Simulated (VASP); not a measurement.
Runs of VASP 6.6.1 on Se. The structure is that of space group P3_221 (No. 154), or close to it. The cells are those of the table. 

```csv
cell,gap on the mesh (eV),pressure (GPa),largest force (eV/Å)
"a = 4.412, b = 4.412, c = 5.015 Å, angles 90.0, 90.0, 120.0°, 3 atoms",1.22,3.1,0.72
"a = 4.468, b = 4.468, c = 5.078 Å, angles 90.0, 90.0, 120.0°, 3 atoms",1.18,1.0,0.31
"a = 4.523, b = 4.523, c = 5.140 Å, angles 90.0, 90.0, 120.0°, 3 atoms",1.14,-0.7,0.05
"a = 4.173, b = 4.173, c = 4.743 Å, angles 90.0, 90.0, 120.0°, 3 atoms",(b),(a),3.07
"a = 4.296, b = 4.296, c = 4.883 Å, angles 90.0, 90.0, 120.0°, 3 atoms",1.27,8.9,1.73
```

Alike in all rows: task single point; level PBE; potentials or basis VASP PAW PBE potentials, release 64 (Se); no spin polarisation; k mesh 5 × 5 × 4; cutoff (eV) 500; smearing gaussian 0.01 eV.

Q: Fill in the values left out.

A: (a) 17.5; (b) 1.19.

Caveats: the cell stands under pressure (at least some runs); forces of over 1 eV/Å act on the atoms, so gaps and moduli don't describe the material at rest (at least some runs); the stress differs along the axes, from 14 to 24 GPa (at least some runs).

A k mesh can miss the band edges, and the runs leave out spin-orbit coupling on Se.
